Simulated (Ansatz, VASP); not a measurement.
# Two plane-wave programs on SiC

INCAR

```
SYSTEM = SiC
PREC = Accurate ; ENCUT = 520
EDIFF = 1E-6 ; ISMEAR = -1
SIGMA = 0.08 ; LREAL = .FALSE.
LASPH = .TRUE. ; NELM = 100
ALGO = Normal ; ISIF = 2
LWAVE = .FALSE. ; LCHARG = .TRUE.
GGA = PS ; LELF = .TRUE.
LVHAR = .TRUE. ; NBANDS = 11
```

File KPOINTS:

```
Automatic mesh
0
G
  17 17 17
  0 0 0
```

The input POSCAR:

```
SiC
1.0
    0.0000000000      1.9328617826      1.9328617826
    1.9328617826      0.0000000000      1.9328617826
    1.9328617826      1.9328617826      0.0000000000
Si C
1 1
Direct
    0.0000000000      0.0000000000      0.0000000000
    0.5000000000      0.5000000000      0.5000000000
```

Input for Ansatz:

```yaml
crystal:
  lattice:
    - [0.0, 1.9328617826, 1.9328617826]
    - [1.9328617826, 0.0, 1.9328617826]
    - [1.9328617826, 1.9328617826, 0.0]
  atoms:
    - { symbol: Si, position: [0.0, 0.0, 0.0] }
    - { symbol: C, position: [0.5, 0.5, 0.5] }
kpoints:
  mp_grid: { grid: [17, 17, 17] }
scf:
  occupations: { method: fermi_dirac, width: 0.08 }
hamiltonian:
  xc: pbesol
  pseudopotentials: { kind: paw }
output:
  forces: true
  stress: true
  eigenvalues: true
  populations: true
  write_density: true
  write_potential: true
  elf: true
  volumetric_format: npy
```

Change from the starting cell: volume scaled by 0.88, PAW files.

Alike in both runs: task single point; functional PBEsol; k mesh 17 × 17 × 17; occupations fermi-dirac, width 0.08 eV; no spin polarisation.

|  | VASP | Ansatz |
| --- | --- | --- |
| version | VASP 6.6.1 | Ansatz 0.2.0 |
| potentials or method | VASP PAW PBE potentials, release 64 (Si, C) | PAW with Ansatz's default frozen-core files, scalar-relativistic |
| plane-wave cutoff (eV) | 520 | 420 |
| valence electrons in the cell | 8 | 8 |

Ansatz gave:

* pressure (GPa): 43.8

Task: Estimate VASP's values.

Result: Pressure (GPa): 44.6.

VASP's potentials were made for PBE, not for PBEsol. Both programs put the cell under a high pressure, so it lies far from rest at this level. The functional is the same, so the differences come from potentials, cutoffs and numerics.
